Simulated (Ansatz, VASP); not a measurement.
**Two plane-wave programs on MgO**

INCAR

```
SYSTEM = MgO
PREC = Accurate
ENCUT = 520
EDIFF = 1E-6
ISMEAR = 0
SIGMA = 0.05
LREAL = .False.
LASPH = .True.
NELM = 60
ALGO = Normal
ISIF = 2
LWAVE = .False.
LCHARG = .False.
LDIPOL = .True.
IDIPOL = 3
DIPOL = 0.5 0.5 0.500
GGA = PS
IBRION = 2
NSW = 90
EDIFFG = -0.015
```

File KPOINTS:

```
regular mesh
0
Gamma
  8 8 1
  0 0 0
```

Contents of POSCAR:

```
MgO
1.0
    2.9804294380      0.0000000000      0.0000000000
    0.0000000000      2.9804294380      0.0000000000
    0.0000000000      0.0000000000     24.4299274670
Mg O
5 5
Direct
    0.5000000000      0.5000000000      0.3274672023
    1.0000000000      0.0000000000      0.4137336012
    0.5000000000      0.5000000000      0.5000000000
    1.0000000000      0.0000000000      0.5862663988
    0.5000000000      0.5000000000      0.6725327977
    1.0000000000      0.0000000000      0.3274672023
    0.5000000000      0.5000000000      0.4137336012
    1.0000000000      0.0000000000      0.5000000000
    0.5000000000      0.5000000000      0.5862663988
    1.0000000000      0.0000000000      0.6725327977
```

Input for Ansatz:

```yaml
crystal:
  lattice:
    - [2.980429438, 0.0, 0.0]
    - [0.0, 2.980429438, 0.0]
    - [0.0, 0.0, 24.429927467]
  atoms:
    - { symbol: Mg, position: [0.5, 0.5, 0.3274672023] }
    - { symbol: O, position: [1.0, 0.0, 0.3274672023] }
    - { symbol: Mg, position: [1.0, 0.0, 0.4137336012] }
    - { symbol: O, position: [0.5, 0.5, 0.4137336012] }
    - { symbol: Mg, position: [0.5, 0.5, 0.5] }
    - { symbol: O, position: [1.0, 0.0, 0.5] }
    - { symbol: Mg, position: [1.0, 0.0, 0.5862663988] }
    - { symbol: O, position: [0.5, 0.5, 0.5862663988] }
    - { symbol: Mg, position: [0.5, 0.5, 0.6725327977] }
    - { symbol: O, position: [1.0, 0.0, 0.6725327977] }
basis:
  ecutwfc: 420
kpoints:
  mp_grid: { grid: [8, 8, 1] }
scf:
  occupations: { method: gaussian, width: 0.05 }
  n_extra_bands: 4
hamiltonian:
  xc: pbesol
  pseudopotentials: { kind: paw, azcp: { folder: soft_1 } }
output:
  eigenvalues: true
  forces: true
  stress: false
efield:
  axis: 3
  dipole_correction: true
relax:
  f_tol: 0.015
  max_steps: 70
  adjacent_minimum: "off"
```

Alike in both runs: task relaxation of the atoms; functional PBEsol; k mesh 8 × 8 × 1; occupations gaussian, width 0.05 eV; no spin polarisation.

|  | VASP | Ansatz |
| --- | --- | --- |
| version | VASP 6.6.1 | Ansatz 0.2.0 |
| potentials or method | VASP PAW PBE potentials, release 64 (Mg, O), cutoff 520 eV | plane-wave PAW, scalar-relativistic |
| valence electrons in the cell | 40 | 80 |

|  | VASP | Ansatz | Ansatz less VASP |
| --- | --- | --- | --- |
| gap on the k mesh at the Fermi level, each at its own relaxed structure (eV) | 3.68 | 3.69 | +0.008 |

VASP's potentials were made for PBE, not for PBEsol, and Ansatz warns of the same on its side. VASP's potentials hold 40 valence electrons a cell and Ansatz's 80, so a difference there can come from the potentials and not from the codes.
